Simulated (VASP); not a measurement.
Write the native input for VASP 6.6.1 that does the following.

* Task: single point
* Functional: SVWN5
* Potentials or basis: VASP PAW PBE potentials, release 64 (Ru_pv)
* Cutoff: 520 eV
* k mesh: 11 × 11 × 6
* Occupations: fermi-dirac, width 0.05 eV
* Spin: no spin polarisation
* Dipole correction: no
* Further INCAR settings: ALGO = Fast; EDIFF = 1e-06; NBANDS = 21

The structure of Ru lies in POSCAR:

```
Ru
1.0
    2.6692306523      0.0000000000      0.0000000000
   -1.3346153261      2.3116215535      0.0000000000
    0.0000000000      0.0000000000      4.2240293924
Ru
2
Direct
    0.6666666667      0.3333333333      0.7500000000
    0.3333333333      0.6666666667      0.2500000000
```

One way to write it, as run:

INCAR

```
SYSTEM = Ru
ALGO = Fast ; EDIFF = 1E-6
ENCUT = 520 ; GGA = VW
ISIF = 2 ; ISMEAR = -1
LASPH = .True. ; LCHARG = .True.
LELF = .True. ; LREAL = .False.
LVHAR = .True. ; LWAVE = .False.
NBANDS = 21 ; NELM = 100
PREC = Accurate ; SIGMA = 0.05
```

KPOINTS

```
k-points
0
Gamma
  11 11 6
  0 0 0
```

Potentials or basis: VASP PAW PBE potentials, release 64 (Ru_pv).

Run with:

```console
$ cat potpaw_PBE.64/Ru_pv/POTCAR > POTCAR
$ mpirun -np 1 vasp_std > vasp.out
```

Results of the run:

- Pressure: 1.4 GPa
- Band gap on the k mesh: zero (band 14 reaches 14.90 eV, above the bottom of band 15 at 11.62 eV)

Caveat: the PAW data sets were made with another functional, which shifts forces and pressure a little.

Run time: 20 s on 1 thread of Intel Xeon 6975P-C (shared host), peak memory 0.14 GiB.
